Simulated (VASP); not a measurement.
A run of VASP 6.6.1:

POSCAR

```
Rb
1.0
    5.0344639581      0.0000000000      0.0000000000
   -2.5172319790      4.3599736822      0.0000000000
    0.0000000000      0.0000000000      8.3367950819
Rb
2
Direct
    0.3333333333      0.6666666667      0.2500000000
    0.6666666667      0.3333333333      0.7500000000
```

File INCAR.step1:

```
SYSTEM = Rb
ALGO = Normal
EDIFF = 1E-6
ENCUT = 520
GGA = PE
ISIF = 2
ISMEAR = -1
LASPH = .True.
LCHARG = .True.
LREAL = .False.
LWAVE = .False.
NBANDS = 16
NELM = 100
PREC = Accurate
SIGMA = 0.03
```

File KPOINTS.step1:

```
k-points
0
Gamma
  11 11 6
  0 0 0
```

Contents of INCAR.step2:

```
SYSTEM = Rb
ALGO = Normal
EDIFF = 1E-6
ENCUT = 520
GGA = PE
ICHARG = 11
ISIF = 2
ISMEAR = -5
LASPH = .True.
LCHARG = .False.
LORBIT = 10
LREAL = .False.
LWAVE = .False.
NEDOS = 1001
NELM = 100
PREC = Accurate
SIGMA = 0.03
```

Contents of KPOINTS.step2:

```
k-points
0
Gamma
  17 17 9
  0 0 0
```

Potentials or basis: VASP PAW PBE potentials, release 64 (Rb_sv).

The run is started by

```sh
$ cat potpaw_PBE.64/Rb_sv/POTCAR > POTCAR
$ cp INCAR.step1 INCAR
$ cp KPOINTS.step1 KPOINTS
$ mpirun -np 1 vasp_std > vasp.out
$ cp INCAR.step2 INCAR
$ cp KPOINTS.step2 KPOINTS
$ mpirun -np 1 vasp_std > vasp.out
```

Hardware: 1 thread of Intel(R) Xeon(R) Platinum 8375C CPU @ 2.90GHz (Ice Lake) (shared host).

Question: How long does it take, and how much memory?

Answer: Run time: 6.8 min on 1 thread of Intel(R) Xeon(R) Platinum 8375C CPU @ 2.90GHz (Ice Lake), on a shared host, peak memory 0.51 GiB. Counts: k points 165.
